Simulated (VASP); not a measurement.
Wanted: the native input for a VASP 6.6.1 run.

- Task: electric field gradients
- Functional: LDA
- Potentials or basis: VASP PAW LDA potentials, release 64 (Ag)
- Cutoff: 520 eV
- k mesh: 14 × 14 × 4
- Occupations: fermi-dirac, width 0.08 eV
- Spin: no spin polarisation
- Dipole correction: no
- Further INCAR settings: ALGO = Normal; EDIFF = 1e-08; NBANDS = 30

The structure of Ag lies in POSCAR:

```
Ag
1.0
    2.8861989086      0.0000000000      0.0000000000
   -1.4430994543      2.4995215753      0.0000000000
    0.0000000000      0.0000000000      9.7000000000
Ag
4
Direct
    0.3333333333      0.6666666667      0.2500000000
    0.6666666667      0.3333333333      0.7500000000
    0.0000000000      0.0000000000      0.0000000000
    0.0000000000      0.0000000000      0.5000000000
```

This isn't the form of Ag at room conditions, which is fcc.

This cell differs from its parent crystal: zz strain of -3 %.

The input as run:

INCAR

```
PREC     = Accurate       # precision mode
ENCUT    = 520            # plane-wave cutoff, eV
EDIFF    = 1E-8           # SCF threshold, eV
ISMEAR   = -1             # smearing method
SIGMA    = 0.08           # smearing width, eV
LREAL    = False          # projectors in reciprocal space
LASPH    = True           # aspherical terms in the spheres
NELM     = 60             # most SCF steps
ALGO     = Normal         # electronic algorithm
ISIF     = 2              # what is computed and relaxed
LWAVE    = False          # write WAVECAR
LCHARG   = False          # write CHGCAR
GGA      = CA             # functional
LEFG     = True         
NBANDS   = 30             # bands
```

KPOINTS

```
Automatic mesh
0
Gamma
  14 14 4
```

Potentials or basis: VASP PAW LDA potentials, release 64 (Ag).

Run with:

```sh
$ cat potpaw_LDA.64/Ag/POTCAR > POTCAR
$ mpirun -np 1 vasp_std > vasp.out
```

Results of the run:

```json
{"Pressure": "-9.1 GPa", "Band gap on the k mesh": "zero (bands 22 and 23 overlap by 5.93 eV)", "Largest electric field gradient by atom": "Ag +8.6, +6.6 (each value once) V/Å²"}
```

Caveat: the cell differs from its parent crystal (zz strain of -3 %); the cell stands under tension; without QUAD_EFG the Cq values of the log hold for a quadrupole moment of 1 mb, not for the nuclei.

Wall time 75 s on 1 thread of Intel(R) Xeon(R) Platinum 8488C (Sapphire Rapids), with other jobs on the host, peak memory 0.23 GiB.
